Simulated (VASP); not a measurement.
# NaCl (Fm-3m) in VASP: single point with PBE

Aim: the single point of NaCl with PBE.

All numbers are computed with VASP 6.6.1; they aren't measurements. Logs are shortened: lines on timing, memory, paths and dates and some standing lists are left out, and cuts for length are marked.

## (1) The cell of the first run

It takes space group Fm-3m (No. 225, cubic). Conventional cell: a = 5.588 Å, b = 5.588 Å, c = 5.588 Å, α = 90.00°, β = 90.00°, γ = 90.00°. Na (site symmetry m-3m) has 6 Cl at 2.79 Å within 3.7 Å. Cl (site symmetry m-3m) has 6 Na at 2.79 Å within 3.7 Å.

## (2) Single point, PBE

The input, INCAR:

```
SYSTEM = NaCl
  ALGO = Normal
  EDIFF = 1E-7
  ENCUT = 520
  GGA = PE
  ISIF = 2
  ISMEAR = 0
  LASPH = .TRUE.
  LCHARG = .TRUE.
  LELF = .TRUE.
  LREAL = .FALSE.
  LVHAR = .TRUE.
  LWAVE = .FALSE.
  NBANDS = 14
  NELM = 60
  PREC = Accurate
  SIGMA = 0.1
```

The input, KPOINTS:

```
k-points
0
G
  4 4 4
  0 0 0
```

The input, POSCAR:

```
NaCl
1.0
    0.0000000000      2.7940632177      2.7940632177
    2.7940632177      0.0000000000      2.7940632177
    2.7940632177      2.7940632177      0.0000000000
Na Cl
1 1
Direct
    0.0000000000      0.0000000000      0.0000000000
    0.5000000000      0.5000000000      0.5000000000
```

Potentials or basis: VASP PAW PBE potentials, release 64 (Na_pv, Cl).

Run with:

```sh
$ cat potpaw_PBE.64/Na_pv/POTCAR potpaw_PBE.64/Cl/POTCAR > POTCAR
$ mpirun -np 1 vasp_std > vasp.out
```

OUTCAR:

```text
SYSTEM = NaCl
   EDIFF = 1E-7
   ENCUT = 520
   GGA = PE
   ISIF = 2
   ISMEAR = 0
   LASPH = .TRUE.
   LREAL = .FALSE.
   NELM = 60
   PREC = Accurate

 ion  position               nearest neighbor table
   1  0.000  0.000  0.000-
   2  0.500  0.500  0.500-

  LATTYP: Found a face centered cubic cell.
 ALAT       =     5.5881264354

  Lattice vectors:

 A1 = (   0.0000000000,   2.7940632177,   2.7940632177)
 A2 = (   2.7940632177,   0.0000000000,   2.7940632177)
 A3 = (   2.7940632177,   2.7940632177,   0.0000000000)

Analysis of symmetry for initial positions (statically):
=====================================================================
 Subroutine PRICEL returns:
 Original cell was already a primitive cell.

 Routine SETGRP: Setting up the symmetry group for a
 face centered cubic supercell.

 Subroutine GETGRP returns: Found 48 space group operations
 (whereof 48 operations were pure point group operations)
 out of a pool of 48 trial point group operations.

The static configuration has the point symmetry O_h .

Analysis of symmetry for dynamics (positions and initial velocities):
=====================================================================
 Subroutine PRICEL returns:
 Original cell was already a primitive cell.

 Routine SETGRP: Setting up the symmetry group for a
 face centered cubic supercell.

 Subroutine GETGRP returns: Found 48 space group operations
 (whereof 48 operations were pure point group operations)
 out of a pool of 48 trial point group operations.

The dynamic configuration has the point symmetry O_h .

 Subroutine INISYM returns: Found 48 space group operations
 (whereof 48 operations are pure point group operations),
 and found     1 'primitive' translations

----------------------------------------------------------------------------------------

                                     Primitive cell

  volume of cell :      43.6253

  direct lattice vectors                    reciprocal lattice vectors
     0.000000000  2.794063218  2.794063218    -0.178950854  0.178950854  0.178950854
     2.794063218  0.000000000  2.794063218     0.178950854 -0.178950854  0.178950854
     2.794063218  2.794063218  0.000000000     0.178950854  0.178950854 -0.178950854

  length of vectors
     3.951402097  3.951402097  3.951402097     0.309951972  0.309951972  0.309951972

  position of ions in fractional coordinates (direct lattice)
     0.000000000  0.000000000  0.000000000
     0.500000000  0.500000000  0.500000000

  ion indices of the primitive-cell ions
   primitive index   ion index
                 1           1
                 2           2

----------------------------------------------------------------------------------------

 KPOINTS: k-points

Automatic generation of k-mesh.
 Grid dimensions read from file:
 generate k-points for:    4    4    4

 Generating k-lattice:

  Cartesian coordinates                     Fractional coordinates (reciprocal lattice)
    -0.044737714  0.044737714  0.044737714     0.250000000  0.000000000  0.000000000
     0.044737714 -0.044737714  0.044737714     0.000000000  0.250000000  0.000000000
     0.044737714  0.044737714 -0.044737714     0.000000000  0.000000000  0.250000000

  Length of vectors
     0.077487993  0.077487993  0.077487993

  Shift w.r.t. Gamma in fractional coordinates (k-lattice)
     0.000000000  0.000000000  0.000000000

 Subroutine IBZKPT returns following result:
 ===========================================

 Found      8 irreducible k-points:

 Following reciprocal coordinates:
            Coordinates               Weight
  0.000000  0.000000  0.000000      1.000000
  0.250000  0.000000  0.000000      8.000000
  0.500000  0.000000  0.000000      4.000000
  0.250000  0.250000  0.000000      6.000000
  0.500000  0.250000  0.000000     24.000000
 -0.250000  0.250000  0.000000     12.000000
  0.500000  0.500000  0.000000      3.000000
 -0.250000  0.500000  0.250000      6.000000
   k-points           NKPTS =      8   k-points in BZ     NKDIM =      8   number of bands    NBANDS=     14
   number of dos      NEDOS =    301   number of ions     NIONS =      2
   total plane-waves  NPLWV =  27000
   dimension x,y,z NGX =    30 NGY =   30 NGZ =   30
   dimension x,y,z NGXF=    60 NGYF=   60 NGZF=   60
   ions per type =               1   1
   NGX,Y,Z   is equivalent  to a cutoff of  12.62, 12.62, 12.62 a.u.
   NGXF,Y,Z  is equivalent  to a cutoff of  25.24, 25.24, 25.24 a.u.
 SYSTEM =  NaCl
   PREC   = accura    normal or accurate (medium, high low for compatibility)
   ISTART =      0    job   : 0-new  1-cont  2-samecut
   ICHARG =      2    charge: 1-file 2-atom 10-const
   ISPIN  =      1    spin polarized calculation?
   LNONCOLLINEAR =      F non collinear calculations
   LSORBIT =      F    spin-orbit coupling
   LASPH  =      T    aspherical Exc in radial PAW
   ENCUT  =  520.0 eV  38.22 Ry    6.18 a.u.   7.35  7.35  7.35*2*pi/ulx,y,z
   NELM   =     60;   NELMIN=  2; NELMDL= -5     # of ELM steps
   EDIFF  = 0.1E-06   stopping-criterion for ELM
   LREAL  =      F    real-space projection
   EDIFFG = 0.1E-05   stopping-criterion for IOM
   NSW    =      0    number of steps for IOM
   IBRION =     -1    ionic relax: 0-MD 1-quasi-New 2-CG
   NFREE  =      0    steps in history (QN), initial steepest desc. (CG)
   ISIF   =      2    stress and relaxation
   ISYM   =      2    0-nonsym 1-usesym 2-fastsym
   POTIM  = 0.5000    time-step for ionic-motion
   TEBEG  =    0.0;   TEEND  =   0.0 temperature during run
   PSTRESS=    0.0 pullay stress
   NELECT =      14.0000    total number of electrons
   NUPDOWN=      -1.0000    fix difference up-down
   EMIN   =  10.00;   EMAX   =-10.00  energy-range for DOS
   EFERMI =   0.00;   METHOD = LEGACY
   ISMEAR =     0;   SIGMA  =   0.10  broadening in eV -4-tet -1-fermi 0-gaus
   EFERMI_NEDOS =   21; number of points for ismear=-14 and -15
   IALGO  =     38    algorithm
   IMIX   =      4    mixing-type and parameters
     AMIX     =   0.40;   BMIX     =  1.00
     AMIX_MAG =   1.60;   BMIX_MAG =  1.00
  volume/ion in A,a.u.               =      21.81       147.20
  Fermi-wavevector in a.u.,A,eV,Ry     =   1.120825  2.118053 17.092312  1.256249
  Thomas-Fermi vector in A             =   2.257475
   LORBIT       =      0    0 simple, 1 ext, 2 COOP (PROOUT), +10 PAW based schemes
   GGA     = PE    functional components
   LHFCALC =     F    Hartree Fock is set to
   AEXX    =    0.0000 exact exchange contribution
   IVDW    =     0    specifies the selected vdW correction
   LEPSILON=     F    determine dielectric tensor
   LRPA    =     F    only Hartree local field effects (RPA)
 non-spin polarized calculation
 Gauss-broadening in eV      SIGMA  =   0.10
  energy-cutoff  :      520.00
  volume of cell :       43.63
 maximum number of plane-waves:      1211
 NGX is ok and might be reduce to    30
   NGX = 15   NGY = 15   NGZ = 15

 number of electron      14.0000007 magnetization

 Free energy of the ion-electron system (eV)
  ---------------------------------------------------
  ext. energy  EPLUGINS =         0.00000000
  ---------------------------------------------------
  free energy    TOTEN  =        -6.76390337 eV

  energy without entropy =       -6.76390337  energy(sigma->0) =       -6.76390337

 E-fermi :  -0.0335     XC(G=0):  -8.2842

 val. band max:       -0.5659373212   @ k =   0.0000   0.0000   0.0000
 cond. band min:       4.6495196414   @ k =   0.0000   0.0000   0.0000
 fundamental gap:      5.2154569626
 Fermi energy:        -0.0335067251

 k-point     1 :       0.0000    0.0000    0.0000
  band No.  band energies     occupation
      1     -21.3355      2.00000
      2     -21.3355      2.00000
      3     -21.3355      2.00000
      4     -13.2884      2.00000
      5      -0.5659      2.00000
      6      -0.5659      2.00000
      7      -0.5659      2.00000
      8       4.6495      0.00000
      9      10.5809      0.00000
     10      10.5809      0.00000
     11      10.5809      0.00000
     12      12.7779      0.00000
     13      12.7779      0.00000
     14      14.4322      0.00000

 k-point     2 :       0.2500    0.0000    0.0000
  band No.  band energies     occupation
      1     -21.3523      2.00000
      2     -21.3367      2.00000
      3     -21.3367      2.00000
      4     -13.1109      2.00000
      5      -1.7095      2.00000
      6      -0.7099      2.00000
      7      -0.7099      2.00000
      8       6.1343      0.00000
      9       9.5162      0.00000
     10      10.8873      0.00000
     11      10.8873      0.00000
     12      12.7518      0.00000
     13      12.7518      0.00000
     14      15.2718      0.00000

 k-point     3 :       0.5000    0.0000    0.0000
  band No.  band energies     occupation
      1     -21.3688      2.00000
      2     -21.3379      2.00000
      3     -21.3379      2.00000
      4     -12.9221      2.00000
      5      -2.5744      2.00000
      6      -0.8451      2.00000
      7      -0.8451      2.00000
      8       6.7561      0.00000
      9      10.2872      0.00000
     10      10.4730      0.00000
     11      10.4730      0.00000
     12      14.6046      0.00000
     13      15.7192      0.00000
     14      15.7192      0.00000
[... 52 lines left out ...]
 k-point     7 :       0.5000    0.5000    0.0000
  band No.  band energies     occupation
      1     -21.3581      2.00000
      2     -21.3446      2.00000
      3     -21.3446      2.00000
      4     -12.8733      2.00000
      5      -2.2979      2.00000
      6      -1.1884      2.00000
      7      -1.1884      2.00000
      8       7.0497      0.00000
      9       7.4884      0.00000
     10      10.9532      0.00000
     11      14.4609      0.00000
     12      14.4609      0.00000
     13      14.8127      0.00000
     14      16.5836      0.00000

 k-point     8 :      -0.2500    0.5000    0.2500
  band No.  band energies     occupation
      1     -21.3513      2.00000
      2     -21.3513      2.00000
      3     -21.3471      2.00000
      4     -12.8541      2.00000
      5      -1.8060      2.00000
      6      -1.8060      2.00000
      7      -1.3551      2.00000
      8       8.3753      0.00000
      9       9.2107      0.00000
     10       9.2107      0.00000
     11      10.9321      0.00000
     12      15.3576      0.00000
     13      15.3576      0.00000
     14      15.9165      0.00000

------------------------ aborting loop because EDIFF is reached ----------------------------------------

  FORCE on cell =-STRESS in cart. coord.  units (eV):
  Direction    XX          YY          ZZ          XY          YZ          ZX
  --------------------------------------------------------------------------------------
  -------------------------------------------------------------------------------------
  Total        0.4200915      0.4200915      0.4200915      0.0000000      0.0000000     -0.0000000
  in kB       15.4282180     15.4282180     15.4282180      0.0000000      0.0000000     -0.0000000
  external PRESSURE =      15.4282180 kB  Pullay stress =       0.0000000 kB

 VOLUME and BASIS-vectors are now :
 -----------------------------------------------------------------------------
  energy-cutoff  :      520.00
  volume of cell :       43.63
      direct lattice vectors                 reciprocal lattice vectors
     0.000000000  2.794063218  2.794063218    -0.178950854  0.178950854  0.178950854
     2.794063218  0.000000000  2.794063218     0.178950854 -0.178950854  0.178950854
     2.794063218  2.794063218  0.000000000     0.178950854  0.178950854 -0.178950854

 POSITION                                       TOTAL-FORCE (eV/Angst)
 -----------------------------------------------------------------------------------
      0.00000      0.00000      0.00000         0.000000      0.000000     -0.000000
      2.79406      2.79406      2.79406         0.000000     -0.000000      0.000000
 -----------------------------------------------------------------------------------
    total drift:                               -0.000000      0.000000      0.000000

  FREE ENERGIE OF THE ION-ELECTRON SYSTEM (eV)
  ---------------------------------------------------
  free  energy   TOTEN  =        -6.7639033717 eV

  energy  without entropy=       -6.7639033717  energy(sigma->0) =       -6.76390337
```

Run time: 9 s. Hardware: 1 thread of Intel Xeon 8259CL, shared host; peak memory 0.16 GiB.

Results:

| Quantity | Value |
| --- | --- |
| Free energy | -6.7639 eV |
| Pressure | 1.5 GPa |
| Band gap on the k mesh | 5.22 eV, direct |

Caveat: the k points lie up to 0.49 Å⁻¹ apart. As with any semilocal functional, this PBE gap is likely too small.
